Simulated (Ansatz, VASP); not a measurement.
# MgO in VASP and in Ansatz

```
CELL_PARAMETERS angstrom
0.00000 2.09700 2.09700
2.09700 0.00000 2.09700
2.09700 2.09700 0.00000
ATOMIC_POSITIONS crystal
Mg 0.00000 0.00000 0.00000
O 0.50000 0.50000 0.50000
```

Alike in both runs: functional BLYP; k mesh 11 × 11 × 11; occupations fermi-dirac, width 0.05 eV; no spin polarisation.

|  | VASP | Ansatz |
| --- | --- | --- |
| version | VASP 6.6.1 | Ansatz 0.2.0 |
| potentials or method | VASP PAW PBE potentials, release 64 (Mg, O), cutoff 520 eV | all-electron LAPW, scalar-relativistic |
| task | single point | band structure |

|  | VASP | Ansatz | Ansatz less VASP |
| --- | --- | --- | --- |
| gap on the k mesh at the Fermi level (eV) | 5.14 | 5.14 | -0.001 |
| least direct gap on the mesh (eV) | 5.14 | 5.14 | -0.001 |
| pressure (GPa) | 8.7 | 9.5 | +0.78 |

VASP's potentials were made for PBE, not for BLYP. Ansatz ran all-electron here, and VASP with PAW potentials.
